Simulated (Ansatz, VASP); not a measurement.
**Ga3As4Se in VASP and in Ansatz**

```
Ga As Se
1.0
    -3.55983    3.55983    5.39607
     3.55983   -3.55983    5.39607
     3.55983    3.55983   -5.39607
Ga As Se
3 4 1
Cartesian
  0.0000 0.0000 2.7030
  0.0000 0.0000 8.0891
  0.0000 0.0000 0.0000
  1.7167 1.7167 0.0000
  1.8431 1.8431 5.3961
  1.8431 -1.8431 5.3961
  -1.8431 1.8431 5.3961
  0.0000 0.0000 5.3961
```

Alike in both runs: functional PBE; k mesh 4 × 4 × 4; occupations gaussian, width 0.2 eV; no spin polarisation.

Ansatz relaxed the structure, and its values are those at the end. VASP's run is a single point on that final structure, the one shown.

```csv
,VASP,Ansatz
version,VASP 6.6.1,Ansatz 0.2.0
potentials or method,"VASP PAW PBE potentials, release 64 (Ga_d, As, Se), cutoff 520 eV","scalar-relativistic, plane waves, PAW"
valence electrons in the cell,65,115
```

Ansatz gave:

| Property | Result |
| --- | --- |
| gap on the k mesh at the Fermi level (eV) | none |
| pressure (GPa) | 0.5 |
| rms of the force components (eV/Å) | 0.011 |

Q: Estimate VASP's values.

A: gap on the k mesh at the Fermi level (eV): none; pressure (GPa): 0.6; rms of the force components (eV/Å): 0.015.

A gap of «none» marks a metal or a gap that the smearing closes. VASP's potentials hold 65 valence electrons a cell and Ansatz's 115, so a difference there can come from the potentials and not from the codes.
